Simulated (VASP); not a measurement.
# SrO (I4/mmm) in VASP: a series of runs, part 2 of 2

VASP 6.6.1. The steps go on from the part before.

### Step 3. Single point, r2SCAN

This run uses another cell than the first one, of the same volume but with other edges.

Contents of POSCAR:

```
SrO
1.0
    0.0000000000      2.3546057885      3.0609875251
    2.3546057885      0.0000000000      3.0609875251
    2.3546057885      2.3546057885      0.0000000000
Sr O
1 1
Direct
    0.0000000000      0.0000000000      0.0000000000
    0.5000000000      0.5000000000      0.5000000000
```

Contents of INCAR.step1:

```
ALGO = Normal
EDIFF = 1E-4
ENCUT = 520
GGA = PE
ISMEAR = 0
LASPH = T
LCHARG = F
LREAL = F
LWAVE = T
NBANDS = 15
NELM = 60
PREC = Accurate
SIGMA = 0.05
```

Contents of INCAR.step2:

```
ALGO = Normal
EDIFF = 1E-6
ENCUT = 520
ISIF = 2
ISMEAR = 0
ISTART = 1
LASPH = T
LCHARG = F
LMIXTAU = T
LREAL = F
LWAVE = F
METAGGA = R2SCAN
NBANDS = 15
NELM = 60
PREC = Accurate
SIGMA = 0.05
```

Contents of KPOINTS:

```
k-points
0
Gamma
  8 8 8
```

Potentials or basis: VASP PAW PBE potentials, release 64 (Sr_sv, O).

Run with:

```
$ cat potpaw_PBE.64/Sr_sv/POTCAR potpaw_PBE.64/O/POTCAR > POTCAR
$ cp INCAR.step1 INCAR
$ mpirun -np 1 vasp_std > vasp.out
$ cp INCAR.step2 INCAR
$ mpirun -np 1 vasp_std > vasp.out
```

OUTCAR:

```text
EDIFF = 1E-6
   ENCUT = 520
   ISIF = 2
   ISMEAR = 0
   ISTART = 1
   LASPH = T
   LREAL = F
   METAGGA = R2SCAN
   NELM = 60
   PREC = Accurate

 ion  position               nearest neighbor table
   1  0.000  0.000  0.000-   2 2.35   2 2.35   2 2.35   2 2.35   2 3.06   2 3.06
   2  0.500  0.500  0.500-   1 2.35   1 2.35   1 2.35   1 2.35   1 3.06   1 3.06

  LATTYP: Found a body centered tetragonal cell.
 ALAT       =     3.3299154401
 C/A-ratio  =     1.8384776311

  Lattice vectors:

[... 620 lines left out ...]
------------------------ aborting loop because EDIFF is reached ----------------------------------------

  FORCE on cell =-STRESS in cart. coord.  units (eV):
  Direction    XX          YY          ZZ          XY          YZ          ZX
  --------------------------------------------------------------------------------------
  -------------------------------------------------------------------------------------
  Total        5.7358797      5.7358797     -1.6256915      0.0000000      0.0000000     -0.0000000
  in kB      270.7588425    270.7588425    -76.7398139      0.0000000      0.0000000     -0.0000000
  external PRESSURE =     154.9259570 kB  Pullay stress =       0.0000000 kB

 VOLUME and BASIS-vectors are now :
 -----------------------------------------------------------------------------
  energy-cutoff  :      520.00
  volume of cell :       33.94
      direct lattice vectors                 reciprocal lattice vectors
     0.000000000  2.354605788  3.060987525    -0.212349771  0.212349771  0.163345978
     2.354605788  0.000000000  3.060987525     0.212349771 -0.212349771  0.163345978
     2.354605788  2.354605788  0.000000000     0.212349771  0.212349771 -0.163345978

 POSITION                                       TOTAL-FORCE (eV/Angst)
 -----------------------------------------------------------------------------------
      0.00000      0.00000      0.00000         0.000000     -0.000000      0.000000
      2.35461      2.35461      3.06099        -0.000000      0.000000     -0.000000
 -----------------------------------------------------------------------------------
    total drift:                                0.000000      0.000000      0.000000

  FREE ENERGIE OF THE ION-ELECTRON SYSTEM (eV)
  ---------------------------------------------------
  free  energy   TOTEN  =       -26.4117326602 eV

  energy  without entropy=      -26.4117326602  energy(sigma->0) =      -26.41173266
```

OUTCAR.step1:

```text
EDIFF = 1E-4
   ENCUT = 520
   GGA = PE
   ISMEAR = 0
   LASPH = T
[... 654 lines left out ...]
 -----------------------------------------------------------------------------------
      0.00000      0.00000      0.00000         0.000000      0.000000      0.000000
      2.35461      2.35461      3.06099        -0.000000     -0.000000     -0.000000
 -----------------------------------------------------------------------------------
    total drift:                                0.000000      0.000000      0.000000

  FREE ENERGIE OF THE ION-ELECTRON SYSTEM (eV)
  ---------------------------------------------------
  free  energy   TOTEN  =       -11.4262329103 eV

  energy  without entropy=      -11.4262329103  energy(sigma->0) =      -11.42623291
```

OSZICAR.step1:

```text
N       E                     dE             d eps       ncg     rms          rms(c)
DAV:   1     0.710283109132E+02    0.71028E+02   -0.84437E+03  1770   0.104E+03
DAV:   2    -0.107585857998E+02   -0.81787E+02   -0.74359E+02  2432   0.220E+02
DAV:   3    -0.141002704543E+02   -0.33417E+01   -0.33224E+01  2188   0.404E+01
DAV:   4    -0.141748603430E+02   -0.74590E-01   -0.74568E-01  2284   0.588E+00
DAV:   5    -0.141774431793E+02   -0.25828E-02   -0.25828E-02  2291   0.776E-01    0.229E+01
DAV:   6    -0.115940899471E+02    0.25834E+01   -0.74579E+00  1826   0.219E+01    0.265E+01
DAV:   7    -0.114569073612E+02    0.13718E+00   -0.33719E-01  1984   0.510E+00    0.150E+01
DAV:   8    -0.114222521938E+02    0.34655E-01   -0.15422E-01  2197   0.359E+00    0.157E+00
DAV:   9    -0.114250577407E+02   -0.28055E-02   -0.57864E-03  2370   0.588E-01    0.270E-01
DAV:  10    -0.114261581318E+02   -0.11004E-02   -0.99468E-04  1868   0.240E-01    0.318E-02
DAV:  11    -0.114262329103E+02   -0.74779E-04   -0.80568E-05  1927   0.662E-02
   1 F= -.11426233E+02 E0= -.11426233E+02  d E =-.211047E-24
```

Run time: 90 s. Hardware: 1 thread of Intel Xeon 6975P-C (Granite Rapids), shared host; peak memory 0.19 GiB.

What came out:

```
Free energy            : -26.4117 eV
Pressure               : 15.5 GPa
Band gap on the k mesh : 2.82 eV, indirect (least direct gap 2.97 eV)
```

Stress tensor (GPa, compression positive):
```
27.08  0.00  0.00
 0.00 27.08  0.00
 0.00  0.00 -7.67
```

Caveat: the PAW data sets were made with another functional, which shifts forces and pressure a little.

### Step 4. Single point, r2SCAN

This run uses another cell than the first one, of the same volume but with other edges.

Contents of POSCAR:

```
SrO
1.0
    0.0000000000      2.6422265306      2.4308484082
    2.6422265306      0.0000000000      2.4308484082
    2.6422265306      2.6422265306      0.0000000000
Sr O
1 1
Direct
    0.0000000000      0.0000000000      0.0000000000
    0.5000000000      0.5000000000      0.5000000000
```

Contents of INCAR.step1:

```
SYSTEM = SrO
ALGO = Normal
EDIFF = 1E-4
ENCUT = 520
GGA = PE
ISMEAR = 0
LASPH = .True.
LCHARG = .False.
LREAL = .False.
LWAVE = .True.
NBANDS = 15
NELM = 100
PREC = Accurate
SIGMA = 0.05
```

Contents of INCAR.step2:

```
SYSTEM = SrO
ALGO = Normal
EDIFF = 1E-7
ENCUT = 520
ISIF = 2
ISMEAR = 0
ISTART = 1
LASPH = .True.
LCHARG = .True.
LELF = .True.
LMIXTAU = .True.
LREAL = .False.
LVHAR = .True.
LWAVE = .False.
METAGGA = R2SCAN
NBANDS = 15
NELM = 100
PREC = Accurate
SIGMA = 0.05
```

Contents of KPOINTS:

```
k-points
0
Gamma
  8 8 8
  0 0 0
```

Run with:

```
$ cat potpaw_PBE.64/Sr_sv/POTCAR potpaw_PBE.64/O/POTCAR > POTCAR
$ cp INCAR.step1 INCAR
$ mpirun -np 1 vasp_std > vasp.out
$ cp INCAR.step2 INCAR
$ mpirun -np 1 vasp_std > vasp.out
```

It took 70 s on 1 thread of Intel Xeon 6975P-C (Granite Rapids), shared host; peak memory 0.18 GiB.

The run converged. Its results:

| Quantity | Value |
| --- | --- |
| Free energy | -26.9700 eV |
| Pressure | 3.4 GPa |
| Band gap on the k mesh | 3.28 eV, indirect (least direct gap 3.55 eV) |

Stress tensor (GPa, compression positive):
```
-1.60  0.00  0.00
 0.00 -1.60  0.00
 0.00  0.00 13.28
```

Levels at points of the mesh, in eV from the valence-band top:
| k point | band 4 | band 5 | band 6 | band 7 | band 8 | band 9 | band 10 | band 11 | band 12 | band 13 |
| --- | --- | --- | --- | --- | --- | --- | --- | --- | --- | --- |
| (0.00, 0.00, 0.00) | -14.73 | -14.69 | -0.35 | -0.35 | 0.00 | 4.25 | 6.38 | 6.38 | 6.98 | 8.29 |
| (0.50, 0.00, 0.00) | -14.76 | -13.53 | -2.37 | -1.43 | -1.40 | 6.85 | 8.79 | 9.23 | 9.37 | 12.06 |
| (0.50, 0.50, 0.00) | -15.18 | -15.18 | -0.45 | -0.45 | -0.27 | 3.28 | 8.39 | 10.67 | 11.04 | 11.46 |
| (0.50, 0.00, 0.50) | -15.08 | -14.97 | -0.83 | -0.46 | -0.04 | 3.65 | 8.14 | 10.70 | 10.86 | 10.98 |

Caveat: the PAW data sets were made with another functional, which shifts forces and pressure a little.

### Step 5. The runs side by side

| cell | gap on the mesh (eV) | pressure (GPa) |
| --- | --- | --- |
| a = 3.541, b = 3.541, c = 3.948 Å, angles 56.1, 56.1, 67.8°, 2 atoms | 1.84 | 18.6 |
| a = 3.862, b = 3.862, c = 3.330 Å, angles 64.5, 64.5, 51.1°, 2 atoms | 2.82 | 15.5 |
| a = 3.590, b = 3.590, c = 3.737 Å, angles 58.6, 58.6, 62.7°, 2 atoms | 3.28 | 3.4 |

Alike in all rows: task single point; level r2SCAN; potentials or basis VASP PAW PBE potentials, release 64 (Sr_sv, O); no spin polarisation; k mesh 8 × 8 × 8; cutoff (eV) 520; smearing gaussian 0.05 eV.

Caveats: the PAW data sets were made with another functional, which shifts forces and pressure a little.

Absolute energies hang on the potentials; compare differences alone.
